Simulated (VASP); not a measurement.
Here is a VASP 6.6.1 calculation.

The input POSCAR:

```
Be
1.0
    2.1891423773      0.0000000000      0.0000000000
   -1.0945711886      1.8958529112      0.0000000000
    0.0000000000      0.0000000000      3.4666858668
Be
2
Direct
    0.3333333333      0.6666666667      0.2500000000
    0.6666666667      0.3333333333      0.7500000000
```

Contents of INCAR.step1:

```
PREC = Accurate
ENCUT = 520
ISMEAR = 0
SIGMA = 0.1
LREAL = F
LASPH = T
NELM = 80
NBANDS = 9
GGA = PE
ALGO = Normal
EDIFF = 1E-4
LWAVE = T
LCHARG = F
```

The input INCAR.step2:

```
PREC = Accurate
ENCUT = 520
EDIFF = 1E-6
ISMEAR = 0
SIGMA = 0.1
LREAL = F
LASPH = T
NELM = 80
ALGO = Normal
ISIF = 2
LWAVE = F
LCHARG = F
METAGGA = R2SCAN
LMIXTAU = T
NBANDS = 9
ISTART = 1
```

File KPOINTS:

```
Automatic mesh
0
Gamma
  21 21 12
```

Potentials or basis: VASP PAW PBE potentials, release 64 (Be).

Launch:

```console
$ cat potpaw_PBE.64/Be/POTCAR > POTCAR
$ cp INCAR.step1 INCAR
$ mpirun -np 1 vasp_std > vasp.out
$ cp INCAR.step2 INCAR
$ mpirun -np 1 vasp_std > vasp.out
```

Question: What does it give for the band gap on the k mesh?

Answer: Zero (bands 2 and 3 overlap by 2.32 eV).

Question: What does it give for the pressure?

Answer: 13.9 GPa.

Stress tensor (GPa, compression positive):
```
13.89  0.00  0.00
 0.00 13.89  0.00
 0.00  0.00 14.05
```

Caveat: the cell stands under pressure; the PAW data sets were made with another functional, which shifts forces and pressure a little.
